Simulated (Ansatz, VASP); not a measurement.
## AlP in VASP and in Ansatz

```
Al P
1.0
     0.00000    2.72550    2.72550
     2.72550    0.00000    2.72550
     2.72550    2.72550    0.00000
Al P
1 1
Cartesian
  0.0000 0.0000 0.0000
  1.3627 1.3627 1.3627
```

Alike in both runs: task single point; functional PBE; k mesh 4 × 4 × 4; no spin polarisation.

|  | VASP | Ansatz |
| --- | --- | --- |
| version | VASP 6.6.1 | Ansatz 0.2.0 |
| potentials or method | VASP PAW PBE potentials, release 64 (Al, P) | plane waves, PAW |
| plane-wave cutoff (eV) | 500 | 420 |
| occupations | gaussian, width 0.01 eV | fixed |
| valence electrons in the cell | 8 | 8 |

VASP gave:

| Quantity | Value |
| --- | --- |
| gap on the k mesh at the Fermi level (eV) | 1.54 |

Task: What did Ansatz give for the same quantities?

Result: gap on the k mesh at the Fermi level (eV): 1.55.

The k mesh is coarse, so the values compare programs but aren't converged.
